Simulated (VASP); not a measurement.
Input of a VASP 6.6.1 run:

Contents of POSCAR:

```
NaH
1.0
    0.0000000000      2.3970316378      2.3970316378
    2.3970316378      0.0000000000      2.3970316378
    2.3970316378      2.3970316378      0.0000000000
Na H
1 1
Direct
    0.0000000000      0.0000000000      0.0000000000
    0.5000000000      0.5000000000      0.5000000000
```

Contents of INCAR.step1:

```
SYSTEM = NaH
PREC = Accurate ; ENCUT = 520
ISMEAR = -1 ; SIGMA = 0.2
LREAL = .False. ; LASPH = .True.
NELM = 80 ; NBANDS = 11
GGA = PE ; ALGO = Normal
EDIFF = 1E-4 ; LWAVE = .True.
LCHARG = .False.
```

File INCAR.step2:

```
SYSTEM = NaH
PREC = Accurate ; ENCUT = 520
EDIFF = 1E-6 ; ISMEAR = -1
SIGMA = 0.2 ; LREAL = .False.
LASPH = .True. ; NELM = 80
ALGO = Normal ; ISIF = 2
LWAVE = .False. ; LCHARG = .False.
METAGGA = R2SCAN ; LMIXTAU = .True.
NBANDS = 11 ; ISTART = 1
```

File KPOINTS:

```
regular mesh
0
Gamma
  10 10 10
  0 0 0
```

Potentials or basis: VASP PAW PBE potentials, release 64 (Na_pv, H).

The run is started by

```bash
$ cat potpaw_PBE.64/Na_pv/POTCAR potpaw_PBE.64/H/POTCAR > POTCAR
$ cp INCAR.step1 INCAR
$ mpirun -np 1 vasp_std > vasp.out
$ cp INCAR.step2 INCAR
$ mpirun -np 1 vasp_std > vasp.out
```

(1) Predict the pressure.

(2) Predict the band gap on the k mesh.

Answers

(1) -0.3 GPa.

(2) 4.43 eV, indirect (least direct gap 5.26 eV).

Caveat: the PAW data sets were made with another functional, which shifts forces and pressure a little.
